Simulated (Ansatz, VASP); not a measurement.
**Two plane-wave programs on Ag**

The input INCAR:

```
PREC = Accurate
ENCUT = 520
EDIFF = 1E-6
ISMEAR = 0
SIGMA = 0.15
LREAL = False
LASPH = True
NELM = 80
ALGO = Normal
ISIF = 2
LWAVE = False
LCHARG = False
GGA = PS
NBANDS = 12
```

File KPOINTS:

```
Automatic mesh
0
Gamma
  20 20 20
```

The input POSCAR:

```
Ag
1.0
    0.0000000000      2.0124535000      2.0431000000
    2.0124535000      0.0000000000      2.0431000000
    2.0124535000      2.0124535000      0.0000000000
Ag
1
Direct
    0.0000000000      0.0000000000      0.0000000000
```

Input for Ansatz:

```yaml
crystal:
  lattice:
    - [0.0, 2.0124535, 2.0431]
    - [2.0124535, 0.0, 2.0431]
    - [2.0124535, 2.0124535, 0.0]
  atoms:
    - { symbol: Ag, position: [0.0, 0.0, 0.0] }
basis:
  ecutwfc: 420
kpoints:
  mp_grid: { grid: [20, 20, 20] }
hamiltonian:
  xc: pbesol
scf:
  occupations: { method: gaussian, width: 0.15 }
output:
  forces: true
  stress: true
  eigenvalues: true
  write_density: true
  write_potential: true
  elf: true
  volumetric_format: npy
```

Change from the starting cell: strain -0.015 along x and y, +0.000 along z, atoms carried along.

Alike in both runs: task single point; functional PBEsol; k mesh 20 × 20 × 20; occupations gaussian, width 0.15 eV; no spin polarisation.

```csv
,VASP,Ansatz
version,VASP 6.6.1,Ansatz 0.2.0
potentials or method,"VASP PAW PBE potentials, release 64 (Ag), cutoff 520 eV","scalar-relativistic, plane waves, PAW"
valence electrons in the cell,11,19
```

Ansatz gave:

* gap on the k mesh at the Fermi level (eV): none
* pressure (GPa): 0.8
* traceless stress, the component that is largest in VASP (GPa): -0.47

Task: Estimate VASP's values.

Result: gap on the k mesh at the Fermi level (eV): none; pressure (GPa): 0.6; traceless stress, the component that is largest in VASP (GPa): -0.47.

VASP's potentials were made for PBE, not for PBEsol. A gap of «none» marks a metal or a gap that the smearing closes. The functional is the same, so the differences come from potentials, cutoffs and numerics. VASP's potentials hold 11 valence electrons a cell and Ansatz's 19, so a difference there can come from the potentials and not from the codes.
